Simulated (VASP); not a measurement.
A run of VASP 6.6.1:

The input POSCAR:

```
Ta
1.0
   -2.0137327076      2.0137327076      1.0921851719
    2.0137327076     -2.0137327076      1.0921851719
    2.0137327076      2.0137327076     -1.0921851719
Ta
2
Direct
   -0.3750000000     -0.1250000000     -0.2500000000
    0.3750000000      0.1250000000      0.2500000000
```

Contents of INCAR.step1:

```
SYSTEM = Ta
  PREC = Accurate
  ENCUT = 520
  EDIFF = 1E-7
  ISMEAR = -1
  SIGMA = 0.1
  LREAL = .FALSE.
  LASPH = .TRUE.
  NELM = 60
  ALGO = Normal
  ISIF = 2
  LWAVE = .FALSE.
  LCHARG = .TRUE.
  LMAXMIX = 4
  GGA = PE
  NBANDS = 18
```

KPOINTS.step1

```
regular mesh
0
G
  17 17 17
  0 0 0
```

The input INCAR.step2:

```
SYSTEM = Ta
  PREC = Accurate
  ENCUT = 520
  EDIFF = 1E-7
  ISMEAR = -5
  SIGMA = 0.1
  LREAL = .FALSE.
  LASPH = .TRUE.
  NELM = 60
  ALGO = Normal
  ISIF = 2
  LWAVE = .FALSE.
  LCHARG = .FALSE.
  LMAXMIX = 4
  GGA = PE
  LORBIT = 10
  NBANDS = 18
  NEDOS = 2001
  ICHARG = 11
```

Contents of KPOINTS.step2:

```
regular mesh
0
G
  26 26 26
  0 0 0
```

Potentials or basis: VASP PAW PBE potentials, release 64 (Ta_pv).

Run with:

```console
$ cat potpaw_PBE.64/Ta_pv/POTCAR > POTCAR
$ cp INCAR.step1 INCAR
$ cp KPOINTS.step1 KPOINTS
$ mpirun -np 1 vasp_std > vasp.out
$ cp INCAR.step2 INCAR
$ cp KPOINTS.step2 KPOINTS
$ mpirun -np 1 vasp_std > vasp.out
```

Hardware: 1 thread of AMD EPYC 9R45 96-Core Processor (Zen 5), on a shared host.

Problem. Estimate the wall time of this run.

Solution. It took 4.8 min on 1 thread of AMD EPYC 9R45 96-Core Processor (Zen 5), with other jobs on the host, peak memory 0.53 GiB. Counts: k points 1330.
